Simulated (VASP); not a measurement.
ZnAu, 2 atoms in the cell. Symmetry: Pm-3m, No. 221, cubic system. Conventional cell: a = 3.083 Å, b = 3.083 Å, c = 3.083 Å, α = 90.00°, β = 90.00°, γ = 90.00°. Within 3.5 Å of Au (site symmetry m-3m) lie 8 Zn at 2.67 Å and 6 Au at 3.08 Å. Zn (site symmetry m-3m) has 8 Au at 2.67 Å and 6 Zn at 3.08 Å within 3.5 Å. 

| Property | Result |
| --- | --- |
| Program | VASP 6.6.1 |
| Task | single point |
| Functional | PBEsol |
| Potentials or basis | VASP PAW PBE potentials, release 64 (Au, Zn) |
| Cutoff | 520 eV |
| k mesh | 8 × 8 × 8 |
| Occupations | fermi-dirac, width 0.05 eV |
| Spin | no spin polarisation |
| Dipole correction | no |
| Further INCAR settings | ALGO = Fast; EDIFF = 1e-06; NBANDS = 18 |

Potentials or basis: VASP PAW PBE potentials, release 64 (Au, Zn).

Launch:

```bash
$ cat potpaw_PBE.64/Au/POTCAR potpaw_PBE.64/Zn/POTCAR > POTCAR
$ mpirun -np 1 vasp_std > vasp.out
```

Hardware: 1 thread of Intel(R) Xeon(R) 6975P-C (Granite Rapids) (shared host).

Task: How long does it take, and how much memory?

Result: It took 5.7 s on 1 thread of Intel(R) Xeon(R) 6975P-C (Granite Rapids) (shared host), peak memory 0.15 GiB. Counts: scf iterations 13, k points 35.
